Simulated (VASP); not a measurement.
# TiSi18N24 (a cell with a defect) in VASP: a series of runs

Runs on TiSi18N24 (a cell with a defect). Level: HSE06. Tasks: single point.

Program: VASP 6.6.1. These are calculated values, not measurements. Logs are shortened: lines on timing, memory, paths and dates and some standing lists are left out, and cuts for length are marked.

## Step 1: The cell of the first run

The cell holds a defect, 43 atoms: a = 7.663 Å, b = 7.663 Å, c = 8.778 Å, α = 90.00°, β = 90.00°, γ = 120.00°.

## Step 2: Single point, HSE06

POSCAR reads:

```
TiSi18N24
1.0
    7.6633883300      0.0000000000      0.0000000000
   -3.8316941700      6.6366889800      0.0000000000
    0.0000000000      0.0000000000      8.7784169900
Si N Ti
18 24 1
Direct
    0.2316991000      0.8234950900      0.2489632600
    0.4057827900      0.2305484900      0.0850158100
    0.8237497200      0.5908989400      0.0845363700
    0.1744247200      0.4061713800      0.2486296200
    0.5923859700      0.7665036300      0.2481611400
    0.7664483300      0.1735643200      0.0842254600
    0.2302953100      0.8262768200      0.5812249800
    0.4060875400      0.2286227600      0.4143959300
    0.8221599400      0.5905932600      0.4135437800
    0.1709159900      0.4015599700      0.5808479900
    0.5960615800      0.7673738800      0.5805676000
    0.7679451000      0.1744529400      0.4135641900
    0.2301088600      0.8225273300      0.9195771900
    0.4016261400      0.2294221500      0.7526312600
    0.8265684400      0.5945388000      0.7523329800
    0.1760255600      0.4065238000      0.9197347300
    0.5920929400      0.7683677400      0.9187940300
    0.7678532600      0.1702715600      0.7520592400
    0.3330480700      0.6655298000      0.2470882000
    0.6651218900      0.3315500200      0.0861758000
    0.9688895100      0.6696075000      0.2498437500
    0.2964961800      0.9690667300      0.0838074300
    0.6712374600      0.7002920900      0.0825374100
    0.3269120100      0.2967433100      0.2506753800
    0.0291964100      0.3275087800      0.0833855300
    0.7014126200      0.0279176400      0.2493626600
    0.3329530800      0.6654886900      0.5832382200
    0.6651614300      0.3310974900      0.4155089300
    0.9650197200      0.6745307700      0.5811237300
    0.3059350100      0.9686637100      0.4135690700
    0.6631961500      0.6920330600      0.4124624700
    0.3227747100      0.2891938500      0.5812584200
    0.0291474100      0.3362590000      0.4129739200
    0.7104255700      0.0316269000      0.5807149200
    0.3329903600      0.6659608800      0.9177353600
    0.6648418400      0.3309681600      0.7499701000
    0.9688086600      0.6609331200      0.9199812100
    0.2874073300      0.9652119500      0.7523471500
    0.6757044500      0.7080785900      0.7518375000
    0.3351085100      0.3052423600      0.9208240500
    0.0330224800      0.3227436700      0.7523097700
    0.6918343200      0.0282074500      0.9198013100
   -0.0007787700     -0.0010736700      0.6665339500
```

INCAR.step1 reads:

```
  ALGO = Normal
  EDIFF = 1E-5
  ENCUT = 520
  GGA = PE
  GGA_COMPAT = False
  ISIF = 2
  ISMEAR = -1
  ISYM = -1
  LASPH = True
  LCHARG = False
  LREAL = Auto
  LWAVE = True
  NBANDS = 129
  NELM = 120
  PREC = Accurate
  SIGMA = 0.01
```

INCAR.step2 reads:

```
  ALGO = Normal
  EDIFF = 1E-6
  ENCUT = 520
  GGA = PE
  GGA_COMPAT = False
  HFSCREEN = 0.2079
  ISIF = 2
  ISMEAR = -1
  ISTART = 1
  ISYM = -1
  LASPH = True
  LCHARG = False
  LHFCALC = True
  LREAL = Auto
  LWAVE = False
  NBANDS = 129
  NELM = 120
  PREC = Accurate
  PRECFOCK = Fast
  SIGMA = 0.01
```

KPOINTS reads:

```
explicit points
1
Reciprocal
  0.25000000   0.25000000   0.25000000 1
```

Potentials or basis: VASP PAW PBE potentials, release 64 (Si, N, Ti_sv).

Started as:

```sh
$ cat potpaw_PBE.64/Si/POTCAR potpaw_PBE.64/N/POTCAR potpaw_PBE.64/Ti_sv/POTCAR > POTCAR
$ cp INCAR.step1 INCAR
$ mpirun -np 1 vasp_std > vasp.out
$ cp INCAR.step2 INCAR
$ mpirun -np 1 vasp_std > vasp.out
```

OUTCAR:

```text
EDIFF = 1E-6
   ENCUT = 520
   GGA = PE
   HFSCREEN = 0.2079
   ISIF = 2
   ISMEAR = -1
   ISTART = 1
   ISYM = -1
   LASPH = True
   LHFCALC = True
   LREAL = Auto
   NELM = 120
   PREC = Accurate
   PRECFOCK = Fast

 ion  position               nearest neighbor table
   1  0.232  0.823  0.249-  19 1.73  30 1.74  22 1.74  21 1.75  13 2.89   7 2.92   4 3.00   5 3.01
                             8 3.06   2 3.07   3 3.08   9 3.09
   2  0.406  0.231  0.085-  40 1.73  20 1.74  22 1.74  24 1.74   8 2.89  14 2.92   6 3.01   3 3.01
                            16 3.07   4 3.07   1 3.07  13 3.08
   3  0.824  0.591  0.085-  20 1.74  37 1.74  21 1.74  23 1.75   9 2.89  15 2.92   6 3.00   2 3.01
                             5 3.07  13 3.07   1 3.08  17 3.09
   4  0.174  0.406  0.249-  33 1.74  19 1.74  25 1.74  24 1.75  16 2.89  10 2.92   1 3.00   5 3.01
                             2 3.07  12 3.07   6 3.08   8 3.09
   5  0.592  0.767  0.248-  31 1.73  19 1.74  26 1.74  23 1.74  17 2.89  11 2.92   1 3.01   4 3.01
                             9 3.07   3 3.07   6 3.07  12 3.08
   6  0.766  0.174  0.084-  20 1.73  42 1.74  26 1.74  25 1.75  12 2.89  18 2.92   3 3.00   2 3.01
                            17 3.06   5 3.07   4 3.08  16 3.09
   7  0.230  0.826  0.581-  30 1.75  27 1.76  38 1.77  29 1.77  43 2.79   1 2.92  13 2.97   8 3.05
                            10 3.05  11 3.05  14 3.08  15 3.08   9 3.09
   8  0.406  0.229  0.414-  28 1.73  24 1.74  30 1.74  32 1.75   2 2.89  14 2.97  12 3.00   9 3.00
                             7 3.05   1 3.06  10 3.09   4 3.09
   9  0.822  0.591  0.414-  28 1.73  21 1.74  31 1.74  29 1.75   3 2.89  15 2.97   8 3.00  12 3.00
                            11 3.06   5 3.07   1 3.09   7 3.09
  10  0.171  0.402  0.581-  33 1.75  32 1.76  41 1.76  27 1.77  43 2.79   4 2.92  16 2.98   7 3.05
                            11 3.06  12 3.06  18 3.08  14 3.08   8 3.09
  11  0.596  0.767  0.581-  31 1.75  34 1.76  27 1.76  39 1.77  43 2.79   5 2.92  17 2.97   7 3.05
                             9 3.06  10 3.06  18 3.08  15 3.08  12 3.08
  12  0.768  0.174  0.414-  28 1.73  26 1.74  33 1.75  34 1.75   6 2.89  18 2.97   8 3.00   9 3.00
                            10 3.06   4 3.07   5 3.08  11 3.08
  13  0.230  0.823  0.920-  35 1.73  22 1.74  38 1.75  37 1.75   1 2.89   7 2.97  16 3.00  17 3.00
                            15 3.06   3 3.07   2 3.08  14 3.08
  14  0.402  0.229  0.753-  40 1.75  38 1.76  36 1.76  32 1.76  43 2.78   2 2.92   8 2.97  15 3.05
                            16 3.05  18 3.06  10 3.08   7 3.08  13 3.08
  15  0.827  0.595  0.752-  37 1.75  39 1.76  29 1.76  36 1.76  43 2.80   3 2.92   9 2.97  18 3.05
                            14 3.05  13 3.06   7 3.08  11 3.08  17 3.09
  16  0.176  0.407  0.920-  35 1.73  25 1.74  40 1.74  41 1.75   4 2.89  10 2.98  13 3.00  17 3.00
                            14 3.05   2 3.07   6 3.09  18 3.09
  17  0.592  0.768  0.919-  35 1.73  23 1.74  42 1.74  39 1.75   5 2.89  11 2.97  16 3.00  13 3.00
                            18 3.05   6 3.06  15 3.09   3 3.09
  18  0.768  0.170  0.752-  42 1.75  36 1.76  34 1.77  41 1.77  43 2.79   6 2.92  12 2.97  17 3.05
                            15 3.05  14 3.06  10 3.08  11 3.08  16 3.09
  19  0.333  0.666  0.247-   1 1.73   5 1.74   4 1.74
  20  0.665  0.332  0.086-   6 1.73   2 1.74   3 1.74
  21  0.969  0.670  0.250-   9 1.74   3 1.74   1 1.75
  22  0.296  0.969  0.084-  13 1.74   2 1.74   1 1.74
  23  0.671  0.700  0.083-  17 1.74   5 1.74   3 1.75
  24  0.327  0.297  0.251-   8 1.74   2 1.74   4 1.75
[... 16 lines left out ...]
  41  0.033  0.323  0.752-  16 1.75  10 1.76  18 1.77
  42  0.692  0.028  0.920-   6 1.74  17 1.74  18 1.75
  43  0.999  0.999  0.667-  14 2.78  10 2.79  18 2.79  11 2.79   7 2.79  15 2.80

IMPORTANT INFORMATION: All symmetrisations will be switched off!
NOSYMM: (Re-)initialisation of all symmetry stuff for point group C_1.

----------------------------------------------------------------------------------------

                                     Primitive cell

  volume of cell :     446.4661

  direct lattice vectors                    reciprocal lattice vectors
     7.663388330  0.000000000  0.000000000     0.130490582  0.075338772  0.000000000
    -3.831694170  6.636688980  0.000000000     0.000000000  0.150677545  0.000000000
     0.000000000  0.000000000  8.778416990     0.000000000  0.000000000  0.113915755

  length of vectors
     7.663388330  7.663388339  8.778416990     0.150677545  0.150677545  0.113915755

  position of ions in fractional coordinates (direct lattice)
     0.231699100  0.823495090  0.248963260
     0.405782790  0.230548490  0.085015810
     0.823749720  0.590898940  0.084536370
     0.174424720  0.406171380  0.248629620
     0.592385970  0.766503630  0.248161140
     0.766448330  0.173564320  0.084225460
[... 35 lines left out ...]
     0.691834320  0.028207450  0.919801310
     0.999221230  0.998926330  0.666533950

  ion indices of the primitive-cell ions
   primitive index   ion index
                 1           1
                 2           2
                 3           3
                 4           4
                 5           5
                 6           6
[... 35 lines left out ...]
                42          42
                43          43

----------------------------------------------------------------------------------------

 KPOINTS: explicit points

Read explicit list of k-points.

 Found      1 k-points:

 Following reciprocal coordinates:
            Coordinates               Weight
  0.250000  0.250000  0.250000      1.000000
   k-points           NKPTS =      1   k-points in BZ     NKDIM =      1   number of bands    NBANDS=    129
   number of dos      NEDOS =    301   number of ions     NIONS =     43
   total plane-waves  NPLWV = 252000
   dimension x,y,z NGX =    60 NGY =   60 NGZ =   70
   dimension x,y,z NGXF=   120 NGYF=  120 NGZF=  140
   ions per type =              18  24   1
   NGX,Y,Z   is equivalent  to a cutoff of  13.02, 13.02, 13.26 a.u.
   NGXF,Y,Z  is equivalent  to a cutoff of  26.03, 26.03, 26.51 a.u.
 SYSTEM =  unknown system
   PREC   = accura    normal or accurate (medium, high low for compatibility)
   ISTART =      1    job   : 0-new  1-cont  2-samecut
   ICHARG =      0    charge: 1-file 2-atom 10-const
   ISPIN  =      1    spin polarized calculation?
   LNONCOLLINEAR =      F non collinear calculations
   LSORBIT =      F    spin-orbit coupling
   LASPH  =      T    aspherical Exc in radial PAW
   ENCUT  =  520.0 eV  38.22 Ry    6.18 a.u.  14.25 14.25 16.32*2*pi/ulx,y,z
   NELM   =    120;   NELMIN=  2; NELMDL=  0     # of ELM steps
   EDIFF  = 0.1E-05   stopping-criterion for ELM
   LREAL  =      T    real-space projection
   EDIFFG = 0.1E-04   stopping-criterion for IOM
   NSW    =      0    number of steps for IOM
   IBRION =     -1    ionic relax: 0-MD 1-quasi-New 2-CG
   NFREE  =      0    steps in history (QN), initial steepest desc. (CG)
   ISIF   =      2    stress and relaxation
   ISYM   =     -1    0-nonsym 1-usesym 2-fastsym
   POTIM  = 0.5000    time-step for ionic-motion
   TEBEG  =    0.0;   TEEND  =   0.0 temperature during run
   PSTRESS=    0.0 pullay stress
   NELECT =     204.0000    total number of electrons
   NUPDOWN=      -1.0000    fix difference up-down
   EMIN   =  10.00;   EMAX   =-10.00  energy-range for DOS
   EFERMI =   0.00;   METHOD = LEGACY
   ISMEAR =    -1;   SIGMA  =   0.01  broadening in eV -4-tet -1-fermi 0-gaus
   EFERMI_NEDOS =   21; number of points for ismear=-14 and -15
   IALGO  =     38    algorithm
   IMIX   =      1    mixing-type and parameters
     AMIX     =   0.40;   BMIX     =  1.00
     AMIX_MAG =   1.60;   BMIX_MAG =  1.00
  volume/ion in A,a.u.               =      10.38        70.07
  Fermi-wavevector in a.u.,A,eV,Ry     =   1.260923  2.382800 21.632283  1.589928
  Thomas-Fermi vector in A             =   2.394409
   LORBIT       =      0    0 simple, 1 ext, 2 COOP (PROOUT), +10 PAW based schemes
   GGA     = PE    functional components
   LHFCALC =     T    Hartree Fock is set to
   PRECFOCK=fast      Normal, Fast or Accurate (Low or Medium for compatibility)
   ENCUT4O =  -1.0   cutoff for four orbital integrals eV
   NKREDX  =     1    reduce k-point grid by
   NKREDY  =     1    reduce k-point grid by
   NKREDZ  =     1    reduce k-point grid by
   AEXX    =    0.2500 exact exchange contribution
   HFSCREEN=    0.2079 screening length (either q_TF or 0.3 A-1)
   HFSCREENC=   0.2079 screening length for correlation (either q_TF or 0.3 A-1)
   ENCUTFOCK=  -1.0 apply spherical cutoff to Coloumb kernel
   IVDW    =     0    specifies the selected vdW correction
   LEPSILON=     F    determine dielectric tensor
   LRPA    =     F    only Hartree local field effects (RPA)
 non-spin polarized calculation
  energy-cutoff  :      520.00
  volume of cell :      446.47
 maximum number of plane-waves:     12026
 NGX is ok and might be reduce to    56
  NGX = 30; NGY = 30; NGZ = 36

 number of electron     203.9999995 magnetization

 Free energy of the ion-electron system (eV)
  ---------------------------------------------------
  ext. energy  EPLUGINS =         0.00000000
  ---------------------------------------------------
  free energy    TOTEN  =      -416.62071287 eV

  energy without entropy =     -416.62071287  energy(sigma->0) =     -416.62071287

 E-fermi :  10.2685     XC(G=0):  -9.0474

 val. band max:        9.9926185435   @ k =   0.2500   0.2500   0.2500
 cond. band min:      11.8796948094   @ k =   0.2500   0.2500   0.2500
 fundamental gap:      1.8870762659
 Fermi energy:        10.2684599988

 k-point     1 :       0.2500    0.2500    0.2500
  band No.  band energies     occupation
      1     -49.9987      2.00000
      2     -24.9829      2.00000
      3     -24.8443      2.00000
      4     -24.8380      2.00000
      5     -13.1480      2.00000
      6     -12.6511      2.00000
[... 106 lines left out ...]
    113      13.1529      0.00000
    114      13.3274      0.00000
 [bands above 114 left out]

------------------------ aborting loop because EDIFF is reached ----------------------------------------

  FORCE on cell =-STRESS in cart. coord.  units (eV):
  Direction    XX          YY          ZZ          XY          YZ          ZX
  --------------------------------------------------------------------------------------
  -------------------------------------------------------------------------------------
  Total      -20.5109924    -19.0417252     -4.5439912      0.3724131     -0.5894027     -0.1614257
  in kB      -73.6052430    -68.3326669    -16.3064550      1.3364326     -2.1151162     -0.5792883
  external PRESSURE =     -52.7481217 kB  Pullay stress =       0.0000000 kB

 VOLUME and BASIS-vectors are now :
 -----------------------------------------------------------------------------
  energy-cutoff  :      520.00
  volume of cell :      446.47
      direct lattice vectors                 reciprocal lattice vectors
     7.663388330  0.000000000  0.000000000     0.130490582  0.075338772  0.000000000
    -3.831694170  6.636688980  0.000000000     0.000000000  0.150677545  0.000000000
     0.000000000  0.000000000  8.778416990     0.000000000  0.000000000  0.113915755

 POSITION                                       TOTAL-FORCE (eV/Angst)
 -----------------------------------------------------------------------------------
     -1.37978      5.46528      2.18550        -0.013536     -0.017235      0.020800
      2.22628      1.53008      0.74630         0.010733     -0.004553     -0.011957
      4.04857      3.92161      0.74210        -0.017363      0.000654     -0.039431
     -0.21964      2.69563      2.18257         0.011082     -0.000591      0.045389
      1.60268      5.08705      2.17846        -0.011752      0.007595      0.024542
      5.20855      1.15189      0.73937         0.000692      0.013694     -0.007860
[... 35 lines left out ...]
      5.19371      0.18720      8.07440         0.026789      0.048767      0.014101
      3.82984      6.62956      5.85111        -0.004340      0.003768     -0.004727
 -----------------------------------------------------------------------------------
    total drift:                               -0.003861     -0.001135     -0.015775

  FREE ENERGIE OF THE ION-ELECTRON SYSTEM (eV)
  ---------------------------------------------------
  free  energy   TOTEN  =      -416.6207128713 eV

  energy  without entropy=     -416.6207128713  energy(sigma->0) =     -416.62071287
```

Run time: 16 min. Hardware: 1 thread of Intel Xeon 6975P-C (Granite Rapids), shared host; peak memory 0.73 GiB.

What came out:

```
Free energy            : -416.6207 eV
Pressure               : -5.3 GPa
Largest force          : 0.103 eV/Å
Band gap on the k mesh : 1.89 eV
```

Forces in eV/Å, atoms in the order of the input:
```
Si  -0.014 -0.017  0.021
Si   0.011 -0.005 -0.012
Si  -0.017  0.001 -0.039
Si   0.011 -0.001  0.045
Si  -0.012  0.008  0.025
Si   0.001  0.014 -0.008
Si  -0.067 -0.038  0.055
Si   0.006 -0.027  0.066
Si  -0.038  0.004  0.089
Si   0.066 -0.025  0.059
Si   0.008  0.068  0.046
Si   0.026  0.038  0.067
Si  -0.031 -0.037 -0.071
Si   0.006 -0.067 -0.056
Si  -0.062  0.050 -0.066
Si   0.030 -0.009 -0.088
Si  -0.010  0.026 -0.062
Si   0.053  0.046 -0.059
N   -0.001  0.011 -0.011
N    0.003 -0.013  0.004
N   -0.029 -0.034 -0.016
N    0.032 -0.055  0.004
N   -0.049  0.013  0.024
N    0.053 -0.016 -0.027
N    0.041  0.036  0.010
N   -0.026  0.061 -0.009
N   -0.009  0.003 -0.021
N    0.004 -0.002 -0.026
N    0.024 -0.064 -0.015
N   -0.015 -0.048 -0.022
N   -0.039  0.042 -0.010
N    0.046  0.027  0.007
N    0.053  0.002 -0.025
N   -0.068  0.013  0.000
N   -0.004  0.006  0.024
N    0.005 -0.004  0.025
N   -0.048 -0.009  0.039
N    0.073 -0.017  0.013
N   -0.053 -0.036  0.000
N    0.039 -0.049  0.005
N   -0.020  0.052  0.009
N    0.027  0.049  0.014
Ti  -0.004  0.004 -0.005
```

Levels at points of the mesh, in eV from the valence-band top:
| k point | band 98 | band 99 | band 100 | band 101 | band 102 | band 103 | band 104 | band 105 | band 106 | band 107 |
| --- | --- | --- | --- | --- | --- | --- | --- | --- | --- | --- |
| (0.25, 0.25, 0.25) | -4.67 | -4.48 | -4.37 | -0.05 | 0.00 | 1.89 | 2.30 | 2.46 | 2.58 | 2.73 |

Caveat: the PAW data sets were made with another functional, which shifts forces and pressure a little.

(Continued in part 2 of 3.)
